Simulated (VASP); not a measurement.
Write the native input for VASP 6.6.1 that does the following.

* Task: single point
* Functional: PBE
* Potentials or basis: VASP PAW PBE potentials, release 64 (Al, In_d, N)
* Cutoff: 520 eV
* k mesh: 6 × 6 × 6
* Occupations: gaussian, width 0.05 eV
* Spin: no spin polarisation
* Dipole correction: no
* Further INCAR settings: ALGO = Normal; EDIFF = 1e-06; NBANDS = 56

The structure of AlIn2N3 lies in POSCAR:

```
AlIn2N3
1.0
    5.1453312758     -2.9613842700      0.0000000000
    5.1453312758      2.9613842700      0.0000000000
    0.0000000000      0.0000000000      5.5002130714
Al In N
2 4 6
Direct
    0.3411420365      0.6588579635      0.9892213409
    0.6588579635      0.3411420365      0.4892213409
    0.9883762923      0.3354135962      0.9872496679
    0.6645864038      0.0116237077      0.9872496679
    0.0116237077      0.6645864038      0.4872496679
    0.3354135962      0.9883762923      0.4872496679
    0.9692138028      0.3329317556      0.3853874212
    0.6670682444      0.0307861972      0.3853874212
    0.0307861972      0.6670682444      0.8853874212
    0.3329317556      0.9692138028      0.8853874212
    0.3682931191      0.6317068809      0.3375044809
    0.6317068809      0.3682931191      0.8375044809
```

These files were run (other wordings do the same):

INCAR

```
ALGO = Normal
EDIFF = 1E-6
ENCUT = 520
GGA = PE
ISIF = 2
ISMEAR = 0
LASPH = True
LCHARG = True
LELF = True
LREAL = False
LVHAR = True
LWAVE = False
NBANDS = 56
NELM = 60
PREC = Accurate
SIGMA = 0.05
```

KPOINTS

```
k-points
0
Gamma
  6 6 6
```

Potentials or basis: VASP PAW PBE potentials, release 64 (Al, In_d, N).

Run with:

```bash
$ cat potpaw_PBE.64/Al/POTCAR potpaw_PBE.64/In_d/POTCAR potpaw_PBE.64/N/POTCAR > POTCAR
$ mpirun -np 1 vasp_std > vasp.out
```

Results of the run:

| Property | Result |
| --- | --- |
| Pressure | 0.1 GPa |
| Largest force | 0.035 eV/Å |
| Band gap on the k mesh | 0.88 eV |

Caveat: spin-orbit coupling is left out, which moves the levels of the heavy elements.

Run time: 10 min on 1 thread of AMD EPYC 7R43 64-Core Processor (Zen 3) (shared host), peak memory 0.51 GiB.
